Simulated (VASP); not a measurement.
# Al2Ga3As5 in VASP: notebook

Al2Ga3As5 is run at these levels: PBE; tasks: single point.

Everything below comes from runs of VASP 6.6.1. Logs are shortened: lines on timing, memory, paths and dates and some standing lists are left out, and cuts for length are marked.

### Step 1. The cell of the first run

The structure is tetragonal, space group I-4m2 (No. 119). Conventional cell: a = 4.058 Å, b = 4.058 Å, c = 28.698 Å, α = 90.00°, β = 90.00°, γ = 90.00°. Within 3.3 Å of Al (site symmetry 2mm) lie 4 As at 2.48 Å. Within 3.3 Å of Ga (site symmetry 2mm) lie 4 As at 2.49 Å. Ga (site symmetry -4m2) has 4 As at 2.49 Å within 3.3 Å. As (site symmetry 2mm) has 2 Al at 2.48 Å and 2 Ga at 2.49 Å within 3.3 Å. Within 3.3 Å of As (site symmetry 2mm) lie 4 Ga at 2.49 Å. Within 3.3 Å of As (site symmetry -4m2) lie 4 Al at 2.48 Å.

### Step 2. Single point, PBE

The input, INCAR:

```
PREC = Accurate
ENCUT = 520
EDIFF = 1E-6
ISMEAR = 0
SIGMA = 0.1
LREAL = False
LASPH = True
NELM = 60
ALGO = Normal
ISIF = 2
LWAVE = False
LCHARG = False
GGA = PE
NBANDS = 46
```

The input, KPOINTS:

```
regular mesh
0
Gamma
  4 4 4
```

The input, POSCAR:

```
Al2Ga3As5
1.0
    0.0000000000     -4.0575766000      0.0000000000
    4.0575766000      0.0000000000      0.0000000000
   -2.0287883000      2.0287883000     14.3490194000
Al Ga As
2 3 5
Direct
    0.7001500000      0.7001500000      0.4003000000
    0.2998500000      0.2998500000      0.5997000000
    0.8998070000      0.8998070000      0.7996140000
    0.5000000000      0.5000000000      1.0000000000
    0.1001930000      0.1001930000      0.2003860000
    0.3495200000      0.8495200000      0.6990400000
    0.9499120000      0.4499120000      0.8998240000
    0.5500880000      0.0500880000      0.1001760000
    0.1504800000      0.6504800000      0.3009600000
    0.7500000000      0.2500000000      0.5000000000
```

Potentials or basis: VASP PAW PBE potentials, release 64 (Al, Ga_d, As).

Command:

```sh
cat potpaw_PBE.64/Al/POTCAR potpaw_PBE.64/Ga_d/POTCAR potpaw_PBE.64/As/POTCAR > POTCAR
mpirun -np 1 vasp_std > vasp.out
```

OUTCAR:

```text
PREC = Accurate
   ENCUT = 520
   EDIFF = 1E-6
   ISMEAR = 0
   LREAL = False
   LASPH = True
   NELM = 60
   ISIF = 2
   GGA = PE

 ion  position               nearest neighbor table
   1  0.700  0.700  0.400-   9 2.48   9 2.48  10 2.48  10 2.48
   2  0.300  0.300  0.600-   6 2.48   6 2.48  10 2.48  10 2.48
   3  0.900  0.900  0.800-   7 2.49   7 2.49   6 2.49   6 2.49
   4  0.500  0.500  0.000-   7 2.49   8 2.49   8 2.49   7 2.49
   5  0.100  0.100  0.200-   8 2.49   8 2.49   9 2.49   9 2.49
   6  0.350  0.850  0.699-   2 2.48   2 2.48   3 2.49   3 2.49
   7  0.950  0.450  0.900-   4 2.49   4 2.49   3 2.49   3 2.49
   8  0.550  0.050  0.100-   4 2.49   4 2.49   5 2.49   5 2.49
   9  0.150  0.650  0.301-   1 2.48   1 2.48   5 2.49   5 2.49
  10  0.750  0.250  0.500-   1 2.48   2 2.48   2 2.48   1 2.48

  LATTYP: Found a body centered tetragonal cell.
 ALAT       =     4.0575766000
 C/A-ratio  =     7.0727041358

  Lattice vectors:

 A1 = (  -2.0287883000,  -2.0287883000, -14.3490194000)
 A2 = (   2.0287883000,   2.0287883000, -14.3490194000)
 A3 = (   2.0287883000,  -2.0287883000,  14.3490194000)

Analysis of symmetry for initial positions (statically):
=====================================================================
 Subroutine PRICEL returns:
 Original cell was already a primitive cell.

 Routine SETGRP: Setting up the symmetry group for a
 body centered tetragonal supercell.

 Subroutine GETGRP returns: Found  8 space group operations
 (whereof  8 operations were pure point group operations)
 out of a pool of 16 trial point group operations.

The static configuration has the point symmetry D_2d.

Analysis of symmetry for dynamics (positions and initial velocities):
=====================================================================
 Subroutine PRICEL returns:
 Original cell was already a primitive cell.

 Routine SETGRP: Setting up the symmetry group for a
 body centered tetragonal supercell.

 Subroutine GETGRP returns: Found  8 space group operations
 (whereof  8 operations were pure point group operations)
 out of a pool of 16 trial point group operations.

The dynamic configuration has the point symmetry D_2d.

 Subroutine INISYM returns: Found  8 space group operations
 (whereof  8 operations are pure point group operations),
 and found     1 'primitive' translations

----------------------------------------------------------------------------------------

                                     Primitive cell

  volume of cell :     236.2412

  direct lattice vectors                    reciprocal lattice vectors
     0.000000000 -4.057576600  0.000000000     0.000000000 -0.246452525  0.034845587
     4.057576600  0.000000000  0.000000000     0.246452525  0.000000000  0.034845587
    -2.028788300  2.028788300 14.349019400     0.000000000  0.000000000  0.069691173

  length of vectors
     4.057576600  4.057576600 14.633055787     0.248903721  0.248903721  0.069691173

  position of ions in fractional coordinates (direct lattice)
     0.700150000  0.700150000  0.400300000
     0.299850000  0.299850000  0.599700000
     0.899807000  0.899807000  0.799614000
     0.500000000  0.500000000  0.000000000
     0.100193000  0.100193000  0.200386000
     0.349520000  0.849520000  0.699040000
     0.949912000  0.449912000  0.899824000
     0.550088000  0.050088000  0.100176000
     0.150480000  0.650480000  0.300960000
     0.750000000  0.250000000  0.500000000

  ion indices of the primitive-cell ions
   primitive index   ion index
                 1           1
                 2           2
                 3           3
                 4           4
                 5           5
                 6           6
                 7           7
                 8           8
                 9           9
                10          10

----------------------------------------------------------------------------------------

 KPOINTS: regular mesh

Automatic generation of k-mesh.
 Grid dimensions read from file:
 generate k-points for:    4    4    4

 Generating k-lattice:

  Cartesian coordinates                     Fractional coordinates (reciprocal lattice)
     0.000000000 -0.061613131  0.008711397     0.250000000  0.000000000  0.000000000
     0.061613131  0.000000000  0.008711397     0.000000000  0.250000000  0.000000000
     0.000000000  0.000000000  0.017422793     0.000000000  0.000000000  0.250000000

  Length of vectors
     0.062225930  0.062225930  0.017422793

  Shift w.r.t. Gamma in fractional coordinates (k-lattice)
     0.000000000  0.000000000  0.000000000

 Subroutine IBZKPT returns following result:
 ===========================================

 Found     13 irreducible k-points:

 Following reciprocal coordinates:
            Coordinates               Weight
  0.000000  0.000000  0.000000      1.000000
  0.250000  0.000000  0.000000      8.000000
  0.500000  0.000000  0.000000      4.000000
  0.250000  0.250000  0.000000      8.000000
  0.500000  0.250000  0.000000     16.000000
 -0.250000  0.250000  0.000000      4.000000
  0.500000  0.500000  0.000000      2.000000
  0.000000  0.000000  0.250000      2.000000
  0.250000  0.000000  0.250000      8.000000
  0.500000  0.000000  0.250000      4.000000
  0.250000  0.250000  0.250000      4.000000
  0.500000  0.500000  0.250000      2.000000
  0.000000  0.000000  0.500000      1.000000
   k-points           NKPTS =     13   k-points in BZ     NKDIM =     13   number of bands    NBANDS=     46
   number of dos      NEDOS =    301   number of ions     NIONS =     10
   total plane-waves  NPLWV = 100800
   dimension x,y,z NGX =    30 NGY =   30 NGZ =  112
   dimension x,y,z NGXF=    60 NGYF=   60 NGZF=  224
   ions per type =               2   3   5
   NGX,Y,Z   is equivalent  to a cutoff of  12.29, 12.29, 12.72 a.u.
   NGXF,Y,Z  is equivalent  to a cutoff of  24.58, 24.58, 25.45 a.u.
 SYSTEM =  unknown system
   PREC   = accura    normal or accurate (medium, high low for compatibility)
   ISTART =      0    job   : 0-new  1-cont  2-samecut
   ICHARG =      2    charge: 1-file 2-atom 10-const
   ISPIN  =      1    spin polarized calculation?
   LNONCOLLINEAR =      F non collinear calculations
   LSORBIT =      F    spin-orbit coupling
   LASPH  =      T    aspherical Exc in radial PAW
   ENCUT  =  520.0 eV  38.22 Ry    6.18 a.u.   7.54  7.54 27.21*2*pi/ulx,y,z
   NELM   =     60;   NELMIN=  2; NELMDL= -5     # of ELM steps
   EDIFF  = 0.1E-05   stopping-criterion for ELM
   LREAL  =      F    real-space projection
   EDIFFG = 0.1E-04   stopping-criterion for IOM
   NSW    =      0    number of steps for IOM
   IBRION =     -1    ionic relax: 0-MD 1-quasi-New 2-CG
   NFREE  =      0    steps in history (QN), initial steepest desc. (CG)
   ISIF   =      2    stress and relaxation
   ISYM   =      2    0-nonsym 1-usesym 2-fastsym
   POTIM  = 0.5000    time-step for ionic-motion
   TEBEG  =    0.0;   TEEND  =   0.0 temperature during run
   PSTRESS=    0.0 pullay stress
   NELECT =      70.0000    total number of electrons
   NUPDOWN=      -1.0000    fix difference up-down
   EMIN   =  10.00;   EMAX   =-10.00  energy-range for DOS
   EFERMI =   0.00;   METHOD = LEGACY
   ISMEAR =     0;   SIGMA  =   0.10  broadening in eV -4-tet -1-fermi 0-gaus
   EFERMI_NEDOS =   21; number of points for ismear=-14 and -15
   IALGO  =     38    algorithm
   IMIX   =      4    mixing-type and parameters
     AMIX     =   0.40;   BMIX     =  1.00
     AMIX_MAG =   1.60;   BMIX_MAG =  1.00
  volume/ion in A,a.u.               =      23.62       159.42
  Fermi-wavevector in a.u.,A,eV,Ry     =   1.091413  2.062471 16.207007  1.191181
  Thomas-Fermi vector in A             =   2.227657
   LORBIT       =      0    0 simple, 1 ext, 2 COOP (PROOUT), +10 PAW based schemes
   GGA     = PE    functional components
   LHFCALC =     F    Hartree Fock is set to
   AEXX    =    0.0000 exact exchange contribution
   IVDW    =     0    specifies the selected vdW correction
   LEPSILON=     F    determine dielectric tensor
   LRPA    =     F    only Hartree local field effects (RPA)
 non-spin polarized calculation
 Gauss-broadening in eV      SIGMA  =   0.10
  energy-cutoff  :      520.00
  volume of cell :      236.24
 maximum number of plane-waves:      6387
   NGX = 15   NGY = 15   NGZ = 55

 number of electron      70.0000022 magnetization

 Free energy of the ion-electron system (eV)
  ---------------------------------------------------
  ext. energy  EPLUGINS =         0.00000000
  ---------------------------------------------------
  free energy    TOTEN  =       -43.35290107 eV

  energy without entropy =      -43.35290107  energy(sigma->0) =      -43.35290107

 E-fermi :   3.9318     XC(G=0):  -9.1786

 val. band max:        3.5616896024   @ k =   0.0000   0.0000   0.0000
 cond. band min:       4.2921122755   @ k =   0.0000   0.0000   0.0000
 fundamental gap:      0.7304226731
 Fermi energy:         3.9317584485

 k-point     1 :       0.0000    0.0000    0.0000
  band No.  band energies     occupation
      1     -11.1116      2.00000
      2     -11.0896      2.00000
      3     -11.0436      2.00000
      4     -11.0315      2.00000
      5     -11.0315      2.00000
      6     -11.0243      2.00000
[... 38 lines left out ...]
     45       7.4450      0.00000
     46       7.4495      0.00000

 k-point     2 :       0.2500    0.0000    0.0000
  band No.  band energies     occupation
      1     -11.1048      2.00000
      2     -11.0881      2.00000
      3     -11.0572      2.00000
      4     -11.0450      2.00000
      5     -11.0279      2.00000
      6     -11.0244      2.00000
[... 38 lines left out ...]
     45       8.2550      0.00000
     46       8.3507      0.00000

 k-point     3 :       0.5000    0.0000    0.0000
  band No.  band energies     occupation
      1     -11.1001      2.00000
      2     -11.0932      2.00000
      3     -11.0784      2.00000
      4     -11.0490      2.00000
      5     -11.0245      2.00000
      6     -11.0228      2.00000
[... 38 lines left out ...]
     45       8.2885      0.00000
     46       8.5723      0.00000

 k-point     4 :       0.2500    0.2500    0.0000
  band No.  band energies     occupation
      1     -11.1063      2.00000
      2     -11.0946      2.00000
      3     -11.0619      2.00000
      4     -11.0593      2.00000
      5     -11.0202      2.00000
      6     -11.0196      2.00000
[... 381 lines left out ...]
     45       8.9549      0.00000
     46       8.9886      0.00000

 k-point    12 :       0.5000    0.5000    0.2500
  band No.  band energies     occupation
      1     -11.1220      2.00000
      2     -11.1220      2.00000
      3     -11.0725      2.00000
      4     -11.0725      2.00000
      5     -10.9997      2.00000
      6     -10.9987      2.00000
[... 38 lines left out ...]
     45       8.3820      0.00000
     46       8.9138      0.00000

 k-point    13 :       0.0000    0.0000    0.5000
  band No.  band energies     occupation
      1     -11.1116      2.00000
      2     -11.0895      2.00000
      3     -11.0437      2.00000
      4     -11.0315      2.00000
      5     -11.0315      2.00000
      6     -11.0243      2.00000
[... 38 lines left out ...]
     45       7.0332      0.00000
     46       7.9377      0.00000

------------------------ aborting loop because EDIFF is reached ----------------------------------------

  FORCE on cell =-STRESS in cart. coord.  units (eV):
  Direction    XX          YY          ZZ          XY          YZ          ZX
  --------------------------------------------------------------------------------------
  -------------------------------------------------------------------------------------
  Total        0.9044285      0.9044285     -0.6571746      0.0000000      0.0000000      0.0000000
  in kB        6.1337933      6.1337933     -4.4569286      0.0000000      0.0000000      0.0000000
  external PRESSURE =       2.6035527 kB  Pullay stress =       0.0000000 kB

 VOLUME and BASIS-vectors are now :
 -----------------------------------------------------------------------------
  energy-cutoff  :      520.00
  volume of cell :      236.24
      direct lattice vectors                 reciprocal lattice vectors
     0.000000000 -4.057576600  0.000000000     0.000000000 -0.246452525  0.034845587
     4.057576600  0.000000000  0.000000000     0.246452525  0.000000000  0.034845587
    -2.028788300  2.028788300 14.349019400     0.000000000  0.000000000  0.069691173

 POSITION                                       TOTAL-FORCE (eV/Angst)
 -----------------------------------------------------------------------------------
      2.02879     -2.02879      5.74391        -0.000000      0.000000     -0.008523
      0.00000      0.00000      8.60511         0.000000     -0.000000      0.008523
      2.02879     -2.02879     11.47368         0.000000     -0.000000      0.011353
      2.02879     -2.02879      0.00000         0.000000      0.000000      0.000000
     -0.00000      0.00000      2.87534        -0.000000      0.000000     -0.011353
      2.02879      0.00000     10.03054         0.000000     -0.000000     -0.013711
     -0.00000     -2.02879     12.91159         0.000000      0.000000     -0.001497
      0.00000     -2.02879      1.43743         0.000000      0.000000      0.001497
      2.02879      0.00000      4.31848        -0.000000      0.000000      0.013711
      0.00000     -2.02879      7.17451         0.000000      0.000000      0.000000
 -----------------------------------------------------------------------------------
    total drift:                               -0.000006     -0.000006     -0.000000

  FREE ENERGIE OF THE ION-ELECTRON SYSTEM (eV)
  ---------------------------------------------------
  free  energy   TOTEN  =       -43.3529010715 eV

  energy  without entropy=      -43.3529010674  energy(sigma->0) =      -43.35290107
```

Wall time 1.9 min (1 thread of Intel Xeon Platinum 8488C (Sapphire Rapids), shared host); peak memory 0.37 GiB.

What came out:

```yaml
Free_energy: -43.3529 eV
Pressure: 0.3 GPa
Largest_force: 0.014 eV/Å
Band_gap_on_the_k_mesh: 0.73 eV, direct
```

Forces on the atoms (eV/Å):
```
Al   0.000  0.000 -0.009
Al   0.000  0.000  0.009
Ga   0.000  0.000  0.011
Ga   0.000  0.000  0.000
Ga   0.000  0.000 -0.011
As   0.000  0.000 -0.014
As   0.000  0.000 -0.001
As   0.000  0.000  0.001
As   0.000  0.000  0.014
As   0.000  0.000  0.000
```

Stress tensor (GPa, compression positive):
```
 0.61  0.00  0.00
 0.00  0.61  0.00
 0.00  0.00 -0.45
```

Levels at points of the mesh, in eV from the valence-band top:
| k point | band 31 | band 32 | band 33 | band 34 | band 35 | band 36 | band 37 | band 38 | band 39 | band 40 |
| --- | --- | --- | --- | --- | --- | --- | --- | --- | --- | --- |
| (0.00, 0.00, 0.00) | -1.10 | -1.10 | -0.03 | 0.00 | 0.00 | 0.73 | 1.44 | 1.73 | 2.17 | 2.19 |
| (0.50, 0.00, 0.00) | -1.10 | -0.98 | -0.98 | -0.94 | -0.93 | 1.24 | 1.88 | 2.13 | 2.86 | 2.90 |
| (0.50, 0.50, 0.00) | -2.68 | -2.62 | -2.61 | -2.37 | -2.37 | 1.48 | 1.84 | 2.03 | 2.33 | 2.56 |
| (0.00, 0.00, 0.50) | -1.15 | -0.51 | -0.51 | -0.28 | -0.28 | 1.45 | 1.72 | 1.87 | 1.91 | 2.08 |

A hybrid or GW would open this gap; PBE tends to underestimate it.

### Step 3. Single point, PBE

The input, INCAR:

```
SYSTEM = Al2Ga3As5
ALGO     = Normal         ! electronic algorithm
EDIFF    = 1E-6           ! SCF threshold, eV
ENCUT    = 520            ! plane-wave cutoff, eV
GGA      = PE             ! functional
ISIF     = 2              ! what is computed and relaxed
ISMEAR   = 0              ! smearing method
LASPH    = .TRUE.         ! aspherical terms in the spheres
LCHARG   = .FALSE.        ! write CHGCAR
LREAL    = .FALSE.        ! projectors in reciprocal space
LWAVE    = .FALSE.        ! write WAVECAR
NBANDS   = 46             ! bands
NELM     = 100            ! most SCF steps
PREC     = Accurate       ! precision mode
SIGMA    = 0.1            ! smearing width, eV
```

The input, KPOINTS:

```
k-points
0
G
  4 4 4
  0 0 0
```

The input, POSCAR:

```
Al2Ga3As5
1.0
    0.0000562744     -4.0846956056     -0.0002566695
    4.0846592209     -0.0000553020     -0.0003047459
   -2.0408030841      2.0415672126     14.1792197288
Al Ga As
2 3 5
Direct
    0.7001408374      0.7000517378      0.4003339632
    0.2999137938      0.2999561941      0.5996631380
    0.8996796644      0.8997432525      0.7995728896
    0.5001071194      0.5000932274      1.0000001571
    0.1001641358      0.1001670127      0.2004264373
    0.3493572253      0.8495483715      0.6988896599
    0.9499863364      0.4498664709      0.8998143729
    0.5500508337      0.0501653569      0.1001851227
    0.1505173083      0.6504971982      0.3011126154
    0.7500827455      0.2499111780      0.5000016438
```

Potentials or basis: VASP PAW PBE potentials, release 64 (Al, Ga_d, As).

Command:

```sh
cat potpaw_PBE.64/Al/POTCAR potpaw_PBE.64/Ga_d/POTCAR potpaw_PBE.64/As/POTCAR > POTCAR
mpirun -np 1 vasp_std > vasp.out
```

Run time: 9.1 min. Hardware: 1 thread of Intel Xeon Platinum 8488C (Sapphire Rapids), shared host; peak memory 0.5 GiB.

Results (log left out):

- Free energy: -43.3631 eV
- Pressure: 0.2 GPa
- Largest force: 0.006 eV/Å
- Band gap on the k mesh: 0.68 eV, direct

Forces in eV/Å, atoms in the order of the input:
```
Al   0.001  0.000 -0.002
Al  -0.001  0.000  0.003
Ga   0.000  0.000  0.006
Ga   0.000  0.001  0.000
Ga   0.000  0.000 -0.006
As   0.000  0.000 -0.006
As   0.000  0.000 -0.002
As  -0.001  0.000  0.002
As   0.000  0.000  0.006
As   0.000  0.001  0.000
```

Levels at points of the mesh, in eV from the valence-band top:
```
           k point  band 33  band 34  band 35  band 36  band 37  band 38
(0.00, 0.00, 0.00)    -0.06    -0.06     0.00     0.68     1.33     1.61
(0.50, 0.00, 0.00)    -1.04    -1.03    -0.94     1.20     1.82     2.07
(0.50, 0.00, 0.50)    -1.04    -1.03    -0.94     1.20     1.82     2.07
(0.00, 0.50, 0.00)    -1.04    -1.03    -0.94     1.20     1.82     2.07
(0.00, 0.50, 0.50)    -1.04    -1.03    -0.94     1.20     1.82     2.07
(0.50, 0.50, 0.00)    -2.62    -2.36    -2.35     1.48     1.87     2.06
(0.00, 0.00, 0.50)    -0.58    -0.35    -0.35     1.36     1.62     1.75
(0.50, 0.50, 0.50)    -2.62    -2.36    -2.35     1.48     1.87     2.06
```

PBE gaps usually lie below the measured ones, often by a third to a half.
